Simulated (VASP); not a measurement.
# Ti4O in VASP: further runs

The runs below take Ti4O through relaxation of the atoms, with PBEsol.

All numbers are computed with VASP 6.6.1; they aren't measurements. Logs are shortened: lines on timing, memory, paths and dates and some standing lists are left out, and cuts for length are marked.

## Step 1: The cell of the first run

The cell holds a slab with vacuum, 5 atoms: a = 2.868 Å, b = 2.868 Å, c = 26.025 Å, α = 90.00°, β = 90.00°, γ = 120.00°.

## Step 2: Relaxation of the atoms, PBEsol

File INCAR:

```
PREC = Accurate
ENCUT = 520
EDIFF = 1E-7
ISMEAR = 0
SIGMA = 0.1
LREAL = False
LASPH = True
NELM = 80
ALGO = Normal
ISIF = 2
LWAVE = False
LCHARG = False
LDIPOL = True
IDIPOL = 3
DIPOL = 0.5 0.5 0.504
GGA = PS
IBRION = 2
NSW = 45
EDIFFG = -0.02
```

File KPOINTS:

```
Automatic mesh
0
Gamma
  12 12 1
```

File POSCAR:

```
Ti4O
1.0
    2.8679135954      0.0000000000      0.0000000000
   -1.4339567977      2.4836860295      0.0000000000
    0.0000000000      0.0000000000     26.0249249352
Ti O
4 1
Selective dynamics
Direct
    0.6666666667      0.3333333333      0.3266099719  F F F
    0.3333333333      0.6666666667      0.4165868556  F F F
    0.0000000000      0.0000000000      0.5080269110  F F F
    0.6666666667      0.3333333333      0.5921085072  F F F
    0.6666666667      0.3333333333      0.6789483350  F F T
```

Potentials or basis: VASP PAW PBE potentials, release 64 (Ti_sv, O).

Run with:

```console
> cat potpaw_PBE.64/Ti_sv/POTCAR potpaw_PBE.64/O/POTCAR > POTCAR
> mpirun -np 1 vasp_std > vasp.out
```

OUTCAR:

```text
PREC = Accurate
   ENCUT = 520
   EDIFF = 1E-7
   ISMEAR = 0
   LREAL = False
   LASPH = True
   NELM = 80
   ISIF = 2
   GGA = PS
   IBRION = 2
   NSW = 45
   EDIFFG = -0.02

 ion  position               nearest neighbor table
   1  0.667  0.333  0.327-   2 2.87   2 2.87   2 2.87
   2  0.333  0.667  0.417-   1 2.87   1 2.87   1 2.87   3 2.90   3 2.90   3 2.90
   3  0.000  0.000  0.508-   4 2.74   4 2.74   4 2.74   2 2.90   2 2.90   2 2.90
   4  0.667  0.333  0.592-   5 2.26   3 2.74   3 2.74   3 2.74
   5  0.667  0.333  0.679-   4 2.26

  LATTYP: Found a hexagonal cell.
 ALAT       =     2.8679135954
 C/A-ratio  =     9.0745149983

  Lattice vectors:

 A1 = (   2.8679135954,   0.0000000000,   0.0000000000)
 A2 = (  -1.4339567977,   2.4836860295,   0.0000000000)
 A3 = (   0.0000000000,   0.0000000000,  26.0249249352)

Analysis of symmetry for initial positions (statically):
=====================================================================
 Subroutine PRICEL returns:
 Original cell was already a primitive cell.

 Routine SETGRP: Setting up the symmetry group for a
 hexagonal supercell.

 Subroutine GETGRP returns: Found  6 space group operations
 (whereof  6 operations were pure point group operations)
 out of a pool of 24 trial point group operations.

The static configuration has the point symmetry C_3v.

Analysis of symmetry for dynamics (positions and initial velocities):
=====================================================================
 Subroutine PRICEL returns:
 Original cell was already a primitive cell.

 Routine SETGRP: Setting up the symmetry group for a
 hexagonal supercell.

 Subroutine GETGRP returns: Found  6 space group operations
 (whereof  6 operations were pure point group operations)
 out of a pool of 24 trial point group operations.

The dynamic configuration has the point symmetry C_3v.

Analysis of constrained symmetry for selective dynamics:
=====================================================================
 Subroutine PRICEL returns:
 Original cell was already a primitive cell.

 Routine SETGRP: Setting up the symmetry group for a
 hexagonal supercell.

 Subroutine GETGRP returns: Found  6 space group operations
 (whereof  6 operations were pure point group operations)
 out of a pool of 24 trial point group operations.

The constrained configuration has the point symmetry C_3v.

 Subroutine INISYM returns: Found  6 space group operations
 (whereof  6 operations are pure point group operations),
 and found     1 'primitive' translations

----------------------------------------------------------------------------------------

                                     Primitive cell

  volume of cell :     185.3755

  direct lattice vectors                    reciprocal lattice vectors
     2.867913595  0.000000000  0.000000000     0.348685540  0.201313690  0.000000000
    -1.433956798  2.483686029  0.000000000     0.000000000  0.402627380  0.000000000
     0.000000000  0.000000000 26.024924935     0.000000000  0.000000000  0.038424703

  length of vectors
     2.867913595  2.867913595 26.024924935     0.402627380  0.402627380  0.038424703

  position of ions in fractional coordinates (direct lattice)
     0.666666667  0.333333333  0.326609972
     0.333333333  0.666666667  0.416586856
     0.000000000  0.000000000  0.508026911
     0.666666667  0.333333333  0.592108507
     0.666666667  0.333333333  0.678948335

  ion indices of the primitive-cell ions
   primitive index   ion index
                 1           1
                 2           2
                 3           3
                 4           4
                 5           5

----------------------------------------------------------------------------------------

 KPOINTS: Automatic mesh

Automatic generation of k-mesh.
 Grid dimensions read from file:
 generate k-points for:   12   12    1

 Generating k-lattice:

  Cartesian coordinates                     Fractional coordinates (reciprocal lattice)
     0.029057128  0.016776141  0.000000000     0.083333333  0.000000000  0.000000000
     0.000000000  0.033552282  0.000000000     0.000000000  0.083333333  0.000000000
     0.000000000  0.000000000  0.038424703     0.000000000  0.000000000  1.000000000

  Length of vectors
     0.033552282  0.033552282  0.038424703

  Shift w.r.t. Gamma in fractional coordinates (k-lattice)
     0.000000000  0.000000000  0.000000000

 Subroutine IBZKPT returns following result:
 ===========================================

 Found     19 irreducible k-points:

 Following reciprocal coordinates:
            Coordinates               Weight
  0.000000  0.000000  0.000000      1.000000
  0.083333  0.000000  0.000000      6.000000
  0.166667 -0.000000  0.000000      6.000000
  0.250000  0.000000  0.000000      6.000000
  0.333333 -0.000000  0.000000      6.000000
  0.416667  0.000000  0.000000      6.000000
[... 11 lines left out ...]
  0.333333  0.250000  0.000000     12.000000
  0.333333  0.333333  0.000000      2.000000
   k-points           NKPTS =     19   k-points in BZ     NKDIM =     19   number of bands    NBANDS=     32
   number of dos      NEDOS =    301   number of ions     NIONS =      5
   total plane-waves  NPLWV = 112896
   dimension x,y,z NGX =    24 NGY =   24 NGZ =  196
   dimension x,y,z NGXF=    48 NGYF=   48 NGZF=  392
   ions per type =               4   1
   NGX,Y,Z   is equivalent  to a cutoff of  13.91, 13.91, 12.52 a.u.
   NGXF,Y,Z  is equivalent  to a cutoff of  27.82, 27.82, 25.04 a.u.
 SYSTEM =  unknown system
   PREC   = accura    normal or accurate (medium, high low for compatibility)
   ISTART =      0    job   : 0-new  1-cont  2-samecut
   ICHARG =      2    charge: 1-file 2-atom 10-const
   ISPIN  =      1    spin polarized calculation?
   LNONCOLLINEAR =      F non collinear calculations
   LSORBIT =      F    spin-orbit coupling
   LASPH  =      T    aspherical Exc in radial PAW
   ENCUT  =  520.0 eV  38.22 Ry    6.18 a.u.   5.33  5.33 48.39*2*pi/ulx,y,z
   NELM   =     80;   NELMIN=  2; NELMDL= -5     # of ELM steps
   EDIFF  = 0.1E-06   stopping-criterion for ELM
   LREAL  =      F    real-space projection
   EDIFFG = -.2E-01   stopping-criterion for IOM
   NSW    =     45    number of steps for IOM
   IBRION =      2    ionic relax: 0-MD 1-quasi-New 2-CG
   NFREE  =      1    steps in history (QN), initial steepest desc. (CG)
   ISIF   =      2    stress and relaxation
   ISYM   =      2    0-nonsym 1-usesym 2-fastsym
   POTIM  = 0.5000    time-step for ionic-motion
   TEBEG  =    0.0;   TEEND  =   0.0 temperature during run
   PSTRESS=    0.0 pullay stress
   NELECT =      54.0000    total number of electrons
   NUPDOWN=      -1.0000    fix difference up-down
   EMIN   =  10.00;   EMAX   =-10.00  energy-range for DOS
   EFERMI =   0.00;   METHOD = LEGACY
   ISMEAR =     0;   SIGMA  =   0.10  broadening in eV -4-tet -1-fermi 0-gaus
   EFERMI_NEDOS =   21; number of points for ismear=-14 and -15
   IALGO  =     38    algorithm
   IMIX   =      4    mixing-type and parameters
     AMIX     =   0.40;   BMIX     =  1.00
     AMIX_MAG =   1.60;   BMIX_MAG =  1.00
  volume/ion in A,a.u.               =      37.08       250.20
  Fermi-wavevector in a.u.,A,eV,Ry     =   1.085231  2.050788 16.023926  1.177725
  Thomas-Fermi vector in A             =   2.221339
   LORBIT       =      0    0 simple, 1 ext, 2 COOP (PROOUT), +10 PAW based schemes
   GGA     = PS    functional components
   LHFCALC =     F    Hartree Fock is set to
   AEXX    =    0.0000 exact exchange contribution
   IVDW    =     0    specifies the selected vdW correction
   LEPSILON=     F    determine dielectric tensor
   LRPA    =     F    only Hartree local field effects (RPA)
 conjugate gradient relaxation of ions
 non-spin polarized calculation
 Gauss-broadening in eV      SIGMA  =   0.10
  energy-cutoff  :      520.00
  volume of cell :      185.38
 maximum number of plane-waves:      5023
 NGX is ok and might be reduce to    24
   NGX = 11   NGY = 11   NGZ = 97

--------------------------------------- Ionic step        1  -------------------------------------------

 number of electron      54.0000000 magnetization

 Free energy of the ion-electron system (eV)
  ---------------------------------------------------
  ext. energy  EPLUGINS =         0.00000000
  ---------------------------------------------------
  free energy    TOTEN  =       -35.99551621 eV

  energy without entropy =      -35.95047802  energy(sigma->0) =      -35.97299711

------------------------ aborting loop because EDIFF is reached ----------------------------------------

  FORCE on cell =-STRESS in cart. coord.  units (eV):
  Direction    XX          YY          ZZ          XY          YZ          ZX
  --------------------------------------------------------------------------------------
  -------------------------------------------------------------------------------------
  Total       -0.5447049     -0.5447049    -10.1684178      0.0000000      0.0000000      0.0000000
  in kB       -4.7078178     -4.7078178    -87.8843858      0.0000000      0.0000000      0.0000000
  external PRESSURE =     -32.4333405 kB  Pullay stress =       0.0000000 kB
[... 98 lines left out ...]
  FREE ENERGIE OF THE ION-ELECTRON SYSTEM (eV)
  ---------------------------------------------------
  free  energy   TOTEN  =       -37.5478687007 eV

  energy  without entropy=      -37.5221901896  energy(sigma->0) =      -37.53502945

 dipolmoment           0.000000      0.000000     -1.052819 electrons x Angstroem

[... ionic steps 4 to 7 ...]

--------------------------------------- Ionic step        8  -------------------------------------------

 number of electron      54.0000002 magnetization

------------------------ aborting loop because EDIFF is reached ----------------------------------------
[... 73 lines left out ...]
--------------------------------------- Ionic step       10  -------------------------------------------

 number of electron      54.0000002 magnetization

 dipolmoment           0.000000      0.000000      0.164138 electrons x Angstroem

 Free energy of the ion-electron system (eV)
  ---------------------------------------------------
  ext. energy  EPLUGINS =         0.00000000
  ---------------------------------------------------
  free energy    TOTEN  =       -38.89024970 eV

  energy without entropy =      -38.86683829  energy(sigma->0) =      -38.87854400

 E-fermi :  -1.0047     XC(G=0):  -5.3521

 val. band max:       -1.0275979347   @ k =   0.2500   0.0833   0.0000
 cond. band min:      -0.9285694510   @ k =   0.3333   0.3333   0.0000
 fundamental gap:      0.0990284836
 Fermi energy:        -1.0047476354

 k-point     1 :       0.0000    0.0000    0.0000
  band No.  band energies     occupation
      1     -57.6068      2.00000
      2     -57.4409      2.00000
      3     -57.2696      2.00000
      4     -56.5976      2.00000
      5     -34.1290      2.00000
      6     -33.8664      2.00000
[... 654 lines left out ...]
     31      -0.7052      0.00002
     32       1.0345      0.00000

------------------------ aborting loop because EDIFF is reached ----------------------------------------

 vacuum level on the upper side and lower side of the slab       (xc-potential included)         2.036        -2.048

  FORCE on cell =-STRESS in cart. coord.  units (eV):
  Direction    XX          YY          ZZ          XY          YZ          ZX
  --------------------------------------------------------------------------------------
  -------------------------------------------------------------------------------------
  Total        2.6366271      2.6366271      0.3753831      0.0000000      0.0000000      0.0000000
  in kB       22.7880441     22.7880441      3.2443899      0.0000000      0.0000000      0.0000000
  external PRESSURE =      16.2734927 kB  Pullay stress =       0.0000000 kB
[... 20 lines left out ...]
  FREE ENERGIE OF THE ION-ELECTRON SYSTEM (eV)
  ---------------------------------------------------
  free  energy   TOTEN  =       -38.8902497035 eV

  energy  without entropy=      -38.8668382881  energy(sigma->0) =      -38.87854400

 reached required accuracy - stopping structural energy minimisation

 vacuum level on the upper side and lower side of the slab         7.807         3.638
```

It took 62 min on 1 thread of Intel Xeon 8259CL, shared host; peak memory 0.39 GiB.

Results:

```
Free energy               : -38.8902 eV
Energy gained by relaxing : 578.9 meV/atom
Ionic steps               : 10
Band gap on the k mesh    : zero (bands 27 and 28 overlap by 0.62 eV)
```

The path:
| step | energy change (eV) | largest force on free atoms (eV/Å) | pressure (GPa) |
| --- | --- | --- | --- |
| 1 | 0.0000 | 4.3781 | -3.24 |
| 2 | -1.0039 | 5.0652 | -2.83 |
| 3 | -1.5524 | 16.9773 | 8.61 |
| 4 | -1.7553 | 5.1748 | -2.18 |
| 5 | -2.8307 | 2.2718 | 0.49 |
| 6 | -2.7601 | 4.2011 | 3.53 |
| 7 | -2.8920 | 0.5106 | 1.38 |
| 8 | -2.8946 | 0.1157 | 1.68 |
| 9 | -2.8940 | 0.2762 | 1.49 |
| 10 | -2.8947 | 0.0004 | 1.63 |

Final structure:
```
CELL_PARAMETERS angstrom
2.86791 0.00000 0.00000
-1.43396 2.48369 0.00000
0.00000 0.00000 26.02492
ATOMIC_POSITIONS crystal
Ti 0.66667 0.33333 0.32661
Ti 0.33333 0.66667 0.41659
Ti 0.00000 0.00000 0.50803
Ti 0.66667 0.33333 0.59211
O 0.66667 0.33333 0.65381
```

Levels at points of the mesh, in eV from the Fermi level:
| k point | band 25 | band 26 | band 27 | band 28 | band 29 | band 30 |
| --- | --- | --- | --- | --- | --- | --- |
| (0.00, 0.00, 0.00) | -0.11 | 0.34 | 0.45 | 0.80 | 0.80 | 0.97 |
| (0.50, 0.00, 0.00) | -1.38 | -0.84 | -0.12 | 0.55 | 0.84 | 1.06 |

Caveat: the PAW data sets were made with another functional, which shifts forces and pressure a little.

## Step 3: Relaxation of the atoms, PBEsol

File INCAR:

```
SYSTEM = Ti4O
PREC = Accurate
ENCUT = 520
EDIFF = 1E-6
ISMEAR = 0
SIGMA = 0.1
LREAL = .FALSE.
LASPH = .TRUE.
NELM = 80
ALGO = Normal
ISIF = 2
LWAVE = .FALSE.
LCHARG = .FALSE.
LDIPOL = .TRUE.
IDIPOL = 3
DIPOL = 0.5 0.5 0.499
GGA = PS
IBRION = 2
NSW = 45
EDIFFG = -0.02
```

File KPOINTS:

```
regular mesh
0
G
  12 12 1
  0 0 0
```

Changes to POSCAR since step 2:

```diff
@@ -13,2 +13,2 @@
     0.6666666667      0.3333333333      0.5921085072  F F F
-    0.6666666667      0.3333333333      0.6789483350  F F T
+    1.3333333333      0.6666666667      0.6512825492  F F T
```

Potentials or basis: VASP PAW PBE potentials, release 64 (Ti_sv, O).

Run with:

```console
> cat potpaw_PBE.64/Ti_sv/POTCAR potpaw_PBE.64/O/POTCAR > POTCAR
> mpirun -np 1 vasp_std > vasp.out
```

Wall time 25 min (1 thread of Intel Xeon 8259CL, shared host); peak memory 0.39 GiB.

Results (log left out):

- Free energy: -41.6904 eV
- Energy gained by relaxing: 466.2 meV/atom
- Ionic steps: 5
- Band gap on the k mesh: zero (bands 27 and 28 overlap by 0.73 eV)

Step by step:
```
step  energy change (eV)  largest force on free atoms (eV/Å)  pressure (GPa)
   1              0.0000                              6.2161           -3.38
   2             -1.6262                              4.2434           -1.69
   3             -2.3300                              0.1964            1.73
   4             -2.3312                              0.0381            1.94
   5             -2.3312                              0.0033            1.91
```

Final structure:
```yaml
crystal:
  lattice:
    - [2.86791, 0.00000, 0.00000]
    - [-1.43396, 2.48369, 0.00000]
    - [0.00000, 0.00000, 26.02492]
  atoms:
    - { symbol: Ti, position: [0.66667, 0.33333, 0.32661] }
    - { symbol: Ti, position: [0.33333, 0.66667, 0.41659] }
    - { symbol: Ti, position: [0.00000, 0.00000, 0.50803] }
    - { symbol: Ti, position: [0.66667, 0.33333, 0.59211] }
    - { symbol: O, position: [0.33333, 0.66667, 0.62786] }
```

Levels at points of the mesh, in eV from the Fermi level:
```tsv
k point	band 25	band 26	band 27	band 28	band 29	band 30
(0.00, 0.00, 0.00)	-0.08	0.41	0.52	0.82	0.82	1.00
(0.50, 0.00, 0.00)	-1.21	-0.38	0.04	0.49	1.00	1.11
```

Caveat: the PAW data sets were made with another functional, which shifts forces and pressure a little.

The gap in the log of VASP goes by the Fermi energy; the results here count the filled bands.